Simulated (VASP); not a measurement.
# Zn in VASP: notebook, part 2 of 2

VASP 6.6.1. Earlier steps stand in the parts before.

**5. Single point, r2SCAN+D4**

This run uses another cell than the first one, of 15.45 Å³/atom.

POSCAR

```
Zn
1.0
   -1.5690370000      1.5690370000      1.5690370000
    1.5690370000     -1.5690370000      1.5690370000
    1.5690370000      1.5690370000     -1.5690370000
Zn
1
Direct
    0.0000000000      0.0000000000      0.0000000000
```

INCAR.step1

```
PREC     = Accurate       # precision mode
ENCUT    = 550            # plane-wave cutoff, eV
ISMEAR   = -1             # smearing method
SIGMA    = 0.05           # smearing width, eV
LREAL    = False          # projectors in reciprocal space
LASPH    = True           # aspherical terms in the spheres
NELM     = 120            # most SCF steps
NBANDS   = 12             # bands
GGA      = PE             # functional
ALGO     = Normal         # electronic algorithm
EDIFF    = 1E-5           # SCF threshold, eV
LWAVE    = True           # write WAVECAR
LCHARG   = False          # write CHGCAR
GGA_COMPAT= False
```

INCAR.step2

```
PREC     = Accurate       # precision mode
ENCUT    = 550            # plane-wave cutoff, eV
EDIFF    = 1E-6           # SCF threshold, eV
ISMEAR   = -1             # smearing method
SIGMA    = 0.05           # smearing width, eV
LREAL    = False          # projectors in reciprocal space
LASPH    = True           # aspherical terms in the spheres
NELM     = 120            # most SCF steps
ALGO     = Normal         # electronic algorithm
ISIF     = 2              # what is computed and relaxed
LWAVE    = False          # write WAVECAR
LCHARG   = False          # write CHGCAR
METAGGA  = R2SCAN         # meta-GGA
LMIXTAU  = True         
IVDW     = 13             # dispersion correction
VDW_S6   = 1.0          
VDW_S8   = 0.6018749    
VDW_A1   = 0.51559235   
VDW_A2   = 5.77342911   
NBANDS   = 12             # bands
ISTART   = 1            
GGA_COMPAT= False
```

KPOINTS

```
Automatic mesh
0
Gamma
  12 12 12
```

Potentials or basis: VASP PAW PBE potentials, release 64 (Zn).

Launch:

```bash
$ cat potpaw_PBE.64/Zn/POTCAR > POTCAR
$ cp INCAR.step1 INCAR
$ mpirun -np 1 vasp_std > vasp.out
$ cp INCAR.step2 INCAR
$ mpirun -np 1 vasp_std > vasp.out
```

OUTCAR:

```text
PREC = Accurate
   ENCUT = 550
   EDIFF = 1E-6
   ISMEAR = -1
   LREAL = False
   LASPH = True
   NELM = 120
   ISIF = 2
   METAGGA = R2SCAN
   IVDW = 13
   ISTART = 1

 ion  position               nearest neighbor table
   1  0.000  0.000  0.000-

  LATTYP: Found a body centered cubic cell.
 ALAT       =     3.1380740000

  Lattice vectors:

 A1 = (  -1.5690370000,   1.5690370000,   1.5690370000)
 A2 = (   1.5690370000,  -1.5690370000,   1.5690370000)
 A3 = (   1.5690370000,   1.5690370000,  -1.5690370000)

Analysis of symmetry for initial positions (statically):
=====================================================================
 Subroutine PRICEL returns:
 Original cell was already a primitive cell.

 Routine SETGRP: Setting up the symmetry group for a
 body centered cubic supercell.

 Subroutine GETGRP returns: Found 48 space group operations
 (whereof 48 operations were pure point group operations)
 out of a pool of 48 trial point group operations.

The static configuration has the point symmetry O_h .

Analysis of symmetry for dynamics (positions and initial velocities):
=====================================================================
 Subroutine PRICEL returns:
 Original cell was already a primitive cell.

 Routine SETGRP: Setting up the symmetry group for a
 body centered cubic supercell.

 Subroutine GETGRP returns: Found 48 space group operations
 (whereof 48 operations were pure point group operations)
 out of a pool of 48 trial point group operations.

The dynamic configuration has the point symmetry O_h .

 Subroutine INISYM returns: Found 48 space group operations
 (whereof 48 operations are pure point group operations),
 and found     1 'primitive' translations

----------------------------------------------------------------------------------------

                                     Primitive cell

  volume of cell :      15.4511

  direct lattice vectors                    reciprocal lattice vectors
    -1.569037000  1.569037000  1.569037000     0.000000000  0.318666800  0.318666800
     1.569037000 -1.569037000  1.569037000     0.318666800  0.000000000  0.318666800
     1.569037000  1.569037000 -1.569037000     0.318666800  0.318666800  0.000000000

  length of vectors
     2.717651803  2.717651803  2.717651803     0.450662911  0.450662911  0.450662911

  position of ions in fractional coordinates (direct lattice)
     0.000000000  0.000000000  0.000000000

  ion indices of the primitive-cell ions
   primitive index   ion index
                 1           1

----------------------------------------------------------------------------------------

 KPOINTS: Automatic mesh

Automatic generation of k-mesh.
 Grid dimensions read from file:
 generate k-points for:   12   12   12

 Generating k-lattice:

  Cartesian coordinates                     Fractional coordinates (reciprocal lattice)
     0.000000000  0.026555567  0.026555567     0.083333333  0.000000000  0.000000000
     0.026555567  0.000000000  0.026555567     0.000000000  0.083333333  0.000000000
     0.026555567  0.026555567  0.000000000     0.000000000  0.000000000  0.083333333

  Length of vectors
     0.037555243  0.037555243  0.037555243

  Shift w.r.t. Gamma in fractional coordinates (k-lattice)
     0.000000000  0.000000000  0.000000000

 Subroutine IBZKPT returns following result:
 ===========================================

 Found     72 irreducible k-points:

 Following reciprocal coordinates:
            Coordinates               Weight
  0.000000  0.000000  0.000000      1.000000
  0.083333  0.000000  0.000000     12.000000
  0.166667  0.000000  0.000000     12.000000
  0.250000  0.000000  0.000000     12.000000
  0.333333  0.000000  0.000000     12.000000
  0.416667  0.000000  0.000000     12.000000
[... 16 lines left out ...]
  0.333333  0.083333  0.083333     24.000000
  0.416667  0.083333  0.083333     12.000000
 [... further k-points ...]
   k-points           NKPTS =     72   k-points in BZ     NKDIM =     72   number of bands    NBANDS=     12
   number of dos      NEDOS =    301   number of ions     NIONS =      1
   total plane-waves  NPLWV =  13824
   dimension x,y,z NGX =    24 NGY =   24 NGZ =   24
   dimension x,y,z NGXF=    48 NGYF=   48 NGZF=   48
   ions per type =               1
   NGX,Y,Z   is equivalent  to a cutoff of  14.68, 14.68, 14.68 a.u.
   NGXF,Y,Z  is equivalent  to a cutoff of  29.36, 29.36, 29.36 a.u.
 SYSTEM =  unknown system
   PREC   = accura    normal or accurate (medium, high low for compatibility)
   ISTART =      1    job   : 0-new  1-cont  2-samecut
   ICHARG =      0    charge: 1-file 2-atom 10-const
   ISPIN  =      1    spin polarized calculation?
   LNONCOLLINEAR =      F non collinear calculations
   LSORBIT =      F    spin-orbit coupling
   LASPH  =      T    aspherical Exc in radial PAW
   ENCUT  =  550.0 eV  40.42 Ry    6.36 a.u.   5.20  5.20  5.20*2*pi/ulx,y,z
   NELM   =    120;   NELMIN=  2; NELMDL=  0     # of ELM steps
   EDIFF  = 0.1E-05   stopping-criterion for ELM
   LREAL  =      F    real-space projection
   EDIFFG = 0.1E-04   stopping-criterion for IOM
   NSW    =      0    number of steps for IOM
   IBRION =     -1    ionic relax: 0-MD 1-quasi-New 2-CG
   NFREE  =      0    steps in history (QN), initial steepest desc. (CG)
   ISIF   =      2    stress and relaxation
   ISYM   =      2    0-nonsym 1-usesym 2-fastsym
   POTIM  = 0.5000    time-step for ionic-motion
   TEBEG  =    0.0;   TEEND  =   0.0 temperature during run
   PSTRESS=    0.0 pullay stress
   NELECT =      12.0000    total number of electrons
   NUPDOWN=      -1.0000    fix difference up-down
   EMIN   =  10.00;   EMAX   =-10.00  energy-range for DOS
   EFERMI =   0.00;   METHOD = LEGACY
   ISMEAR =    -1;   SIGMA  =   0.05  broadening in eV -4-tet -1-fermi 0-gaus
   EFERMI_NEDOS =   21; number of points for ismear=-14 and -15
   IALGO  =     38    algorithm
   IMIX   =      4    mixing-type and parameters
     AMIX     =   0.40;   BMIX     =  1.00
     AMIX_MAG =   1.60;   BMIX_MAG =  1.00
  volume/ion in A,a.u.               =      15.45       104.27
  Fermi-wavevector in a.u.,A,eV,Ry     =   1.504811  2.843681 30.809811  2.264457
  Thomas-Fermi vector in A             =   2.615742
   LORBIT       =      0    0 simple, 1 ext, 2 COOP (PROOUT), +10 PAW based schemes
   METAGGA = R2SCAN    functional components
   LHFCALC =     F    Hartree Fock is set to
   AEXX    =    0.0000 exact exchange contribution
   IVDW    =    13    specifies the selected vdW correction
   LEPSILON=     F    determine dielectric tensor
   LRPA    =     F    only Hartree local field effects (RPA)
 non-spin polarized calculation
  energy-cutoff  :      550.00
  volume of cell :       15.45
 maximum number of plane-waves:       468
 NGX is ok and might be reduce to    24
   NGX = 11   NGY = 11   NGZ = 11

 number of electron      11.9999995 magnetization

 Free energy of the ion-electron system (eV)
  ---------------------------------------------------
  ext. energy  EPLUGINS =         0.00000000
  ---------------------------------------------------
  free energy    TOTEN  =        -8.77956391 eV

  energy without entropy =       -8.77562326  energy(sigma->0) =       -8.77759359

 E-fermi :   2.9713     XC(G=0): -12.5889

 val. band max:        2.9645852809   @ k =   0.4167   0.0833   0.0000
 cond. band min:       3.3279115595   @ k =  -0.4167  -0.4167   0.1667
 fundamental gap:      0.3633262785
 Fermi energy:         2.9712729645

 k-point     1 :       0.0000    0.0000    0.0000
  band No.  band energies     occupation
      1      -7.8649      2.00000
      2      -5.1218      2.00000
      3      -5.1218      2.00000
      4      -5.1218      2.00000
      5      -4.6218      2.00000
      6      -4.6218      2.00000
      7      23.1026      0.00000
      8      23.1026      0.00000
      9      23.1026      0.00000
     10      24.6762      0.00000
     11      24.6762      0.00000
     12      24.6762      0.00000
[... 331 lines left out ...]
 k-point    24 :       0.4167    0.0833    0.0833
  band No.  band energies     occupation
      1      -5.6534      2.00000
      2      -5.4276      2.00000
      3      -4.6297      2.00000
      4      -4.5872      2.00000
      5      -4.5224      2.00000
      6       0.8337      2.00000
      7       2.3262      2.00000
      8      12.0231      0.00000
      9      12.5995      0.00000
     10      23.2781      0.00000
     11      24.1697      0.00000
     12      32.5075      0.00000

 [... further k-points ...]

------------------------ aborting loop because EDIFF is reached ----------------------------------------

  DFT-D4 for vdW energy calculation

  Edisp (eV):   -0.11263

  FORCE on cell =-STRESS in cart. coord.  units (eV):
  Direction    XX          YY          ZZ          XY          YZ          ZX
  --------------------------------------------------------------------------------------
  -------------------------------------------------------------------------------------
  Total      -0.56448    -0.56448    -0.56448     0.00000     0.00000    -0.00000
  in kB     -58.53234   -58.53234   -58.53234     0.00000     0.00000    -0.00000
  external pressure =      -58.53 kB  Pullay stress =        0.00 kB

 VOLUME and BASIS-vectors are now :
 -----------------------------------------------------------------------------
  energy-cutoff  :      550.00
  volume of cell :       15.45
      direct lattice vectors                 reciprocal lattice vectors
    -1.569037000  1.569037000  1.569037000     0.000000000  0.318666800  0.318666800
     1.569037000 -1.569037000  1.569037000     0.318666800  0.000000000  0.318666800
     1.569037000  1.569037000 -1.569037000     0.318666800  0.318666800  0.000000000

 POSITION                                       TOTAL-FORCE (eV/Angst)
 -----------------------------------------------------------------------------------
      0.00000      0.00000      0.00000        -0.000000     -0.000000     -0.000000
 -----------------------------------------------------------------------------------
    total drift:                               -0.000000      0.000000      0.000000

  FREE ENERGIE OF THE ION-ELECTRON SYSTEM (eV)
  ---------------------------------------------------
  free  energy   TOTEN  =        -8.8921894349 eV

  energy  without entropy=       -8.8882487901  energy(sigma->0) =       -8.89021911
```

Wall time 45 s (1 thread of Intel Xeon Platinum 8488C (Sapphire Rapids), shared host); peak memory 0.14 GiB.

What came out:

- Free energy: -8.8922 eV
- Pressure: -5.9 GPa
- Band gap on the k mesh: zero (bands 6 and 7 overlap by 5.39 eV)
- Dispersion energy per atom: -0.113 eV

Caveat: the cell stands under tension; the PAW data sets were made with another functional, which shifts forces and pressure a little.

**6. Single point, b88 exchange, pbe correlation (the cell strained at random)**

INCAR

```
SYSTEM = Zn
ALGO     = Normal         ! electronic algorithm
EDIFF    = 1E-6           ! SCF threshold, eV
ENCUT    = 500            ! plane-wave cutoff, eV
GGA      = LIBXC          ! functional
GGA_COMPAT= .FALSE.      
ISIF     = 2              ! what is computed and relaxed
ISMEAR   = -1             ! smearing method
LASPH    = .TRUE.         ! aspherical terms in the spheres
LCHARG   = .FALSE.        ! write CHGCAR
LIBXC1   = GGA_X_B88    
LIBXC2   = GGA_C_PBE    
LREAL    = .FALSE.        ! projectors in reciprocal space
LWAVE    = .FALSE.        ! write WAVECAR
NBANDS   = 12             ! bands
NELM     = 120            ! most SCF steps
PREC     = Accurate       ! precision mode
SIGMA    = 0.01           ! smearing width, eV
```

KPOINTS

```
k-points
0
G
  9 9 9
  0 0 0
```

POSCAR

```
Zn
1.0
   -1.5301280000      1.5456770000      1.6004820000
    1.5171210000     -1.5615890000      1.6033880000
    1.5588980000      1.5903590000     -1.6163940000
Zn
1
Direct
   -0.0007640000     -0.0029850000     -0.0071320000
```

Potentials or basis: VASP PAW PBE potentials, release 64 (Zn).

Launch:

```bash
$ cat potpaw_PBE.64/Zn/POTCAR > POTCAR
$ mpirun -np 1 vasp_std > vasp.out
```

Run time: 31 s. Hardware: 1 thread of Intel Xeon Platinum 8488C (Sapphire Rapids), shared host; peak memory 0.17 GiB.

It converged, with:

* Free energy: -0.9181 eV
* Pressure: 0.1 GPa
* Band gap on the k mesh: zero (bands 6 and 7 overlap by 3.99 eV)

Stress tensor (GPa, compression positive):
```
-1.20 -0.79  0.30
-0.79  1.96 -0.41
 0.30 -0.41 -0.44
```

Levels at points of the mesh, in eV from the Fermi level:
```tsv
k point	band 3	band 4	band 5	band 6	band 7	band 8	band 9	band 10
(0.00, 0.00, 0.00)	-7.93	-7.88	-7.47	-7.41	18.25	18.71	18.97	20.36
```

Caveat: the cell differs from its parent crystal (the cell strained at random); the PAW data sets were made with another functional, which shifts forces and pressure a little.

**7. Overview**

| level | cell | k mesh | cutoff (eV) | smearing | gap on the mesh (eV) | pressure (GPa) |
| --- | --- | --- | --- | --- | --- | --- |
| PBEsol+D4 | a = 2.753 Å, angles 109.5°, 1 atom | 12 × 12 × 12 | 500 | methfessel-paxton 0.15 eV | none | -8.3 |
| PBE+D4 | a = 2.718 Å, angles 109.5°, 1 atom | 12 × 12 × 12 | 500 | fermi-dirac 0.01 eV | none | -3.0 |
| PBEsol | a = 2.847 Å, angles 109.5°, 1 atom | 12 × 12 × 12 | 500 | fermi-dirac 0.1 eV | none | -9.6 |
| r2SCAN+D4 | a = 2.718 Å, angles 109.5°, 1 atom | 12 × 12 × 12 | 550 | fermi-dirac 0.05 eV | none | -5.9 |
| b88 exchange, pbe correlation | a = 2.700, b = 2.704, c = 2.752 Å, angles 111.4, 109.8, 107.3°, 1 atom | 9 × 9 × 9 | 500 | fermi-dirac 0.01 eV | none | 0.1 |

Alike in all rows: task single point; potentials or basis VASP PAW PBE potentials, release 64 (Zn); no spin polarisation.

Caveats: the PAW data sets were made with another functional, which shifts forces and pressure a little (at least some runs); the cell stands under tension (at least some runs).

Absolute energies hang on the potentials; compare differences alone.
